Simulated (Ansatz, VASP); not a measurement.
## One calculation of ScSiS4, two programs

```
CELL_PARAMETERS angstrom
0.00000 3.89656 3.89656
3.89656 0.00000 3.89656
3.89656 3.89656 0.00000
ATOMIC_POSITIONS crystal
Sc 0.00000 0.00000 0.00000
Si 0.25000 0.25000 0.25000
S 0.62388 0.62388 0.62388
S 0.12835 0.62388 0.62388
S 0.62388 0.12835 0.62388
S 0.62388 0.62388 0.12835
```

Change from the starting cell: species swapped into the GdInNi4 type (F-43m, No. 216).

Alike in both runs: task single point; functional PBE; k mesh 4 × 4 × 4; occupations gaussian, width 0.1 eV; no spin polarisation.

|  | VASP | Ansatz |
| --- | --- | --- |
| version | VASP 6.6.1 | Ansatz 0.2.0 |
| potentials or method | VASP PAW PBE potentials, release 64 (Sc_sv, Si, S), cutoff 520 eV | scalar-relativistic, plane waves, PAW |
| valence electrons in the cell | 39 | 39 |

|  | VASP | Ansatz | Ansatz less VASP |
| --- | --- | --- | --- |
| gap on the k mesh at the Fermi level (eV) | none | none | - |
| pressure (GPa) | -6.1 | -6.1 | +0.04 |
| rms of the force components (eV/Å) | 0.117 | 0.118 | +0.0010 |

Atom by atom the forces differ by 0.001 eV/Å (rms over components). A gap of «none» marks a metal or a gap that the smearing closes.
